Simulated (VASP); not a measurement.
**La3N: single point with PBE**

The system is La3N.

```
La N
1.0
     9.80477    0.00000    0.00000
    -4.90239    8.49118    0.00000
     0.00000    0.00000    3.32227
La N
6 2
Direct
  0.77782 0.55564 0.25000
  0.77782 0.22218 0.25000
  0.44436 0.22218 0.25000
  0.22218 0.44436 0.75000
  0.55564 0.77782 0.75000
  0.22218 0.77782 0.75000
  0.33333 0.66667 0.25000
  0.66667 0.33333 0.75000
```

The cell was generated, and may not be a known phase.

```yaml
Program: VASP 6.6.1
Task: single point
Functional: PBE
Potentials_or_basis: VASP PAW PBE potentials, release 64 (La, N)
Cutoff: 520 eV
k_mesh: 6 × 6 × 12
Occupations: gaussian, width 0.1 eV
Spin: no spin polarisation
Dipole_correction: no
Further_INCAR_settings: ALGO = Normal; EDIFF = 1e-06; NBANDS = 48
```

* Pressure: -0.1 GPa
* Largest force: 0.007 eV/Å
* Band gap on the k mesh: zero (bands 38 and 39 overlap by 0.67 eV)

Forces on the atoms (eV/Å):
```
La   0.000 -0.007  0.000
La  -0.006  0.003  0.000
La   0.006  0.003  0.000
La   0.000  0.007  0.000
La  -0.006 -0.003  0.000
La   0.006 -0.003  0.000
N    0.000  0.000  0.000
N    0.000  0.000  0.000
```

Levels at points of the mesh, in eV from the Fermi level:
| k point | band 35 | band 36 | band 37 | band 38 | band 39 | band 40 |
| --- | --- | --- | --- | --- | --- | --- |
| (0.00, 0.00, 0.00) | -1.01 | -0.49 | -0.49 | -0.34 | -0.34 | -0.01 |
| (0.50, 0.00, 0.00) | -0.91 | -0.82 | -0.48 | -0.44 | -0.35 | -0.29 |
| (0.00, 0.00, 0.50) | -0.48 | -0.48 | 0.19 | 0.19 | 0.45 | 0.45 |
| (0.50, 0.00, 0.50) | -0.44 | -0.44 | 0.08 | 0.08 | 0.50 | 0.50 |

Wall time 25 min on 1 thread of Intel(R) Xeon(R) Platinum 8259CL CPU @ 2.50GHz (Skylake/Cascade Lake) (shared host), peak memory 0.78 GiB.

Caveat: spin-orbit coupling is left out, which moves the levels of the heavy elements.
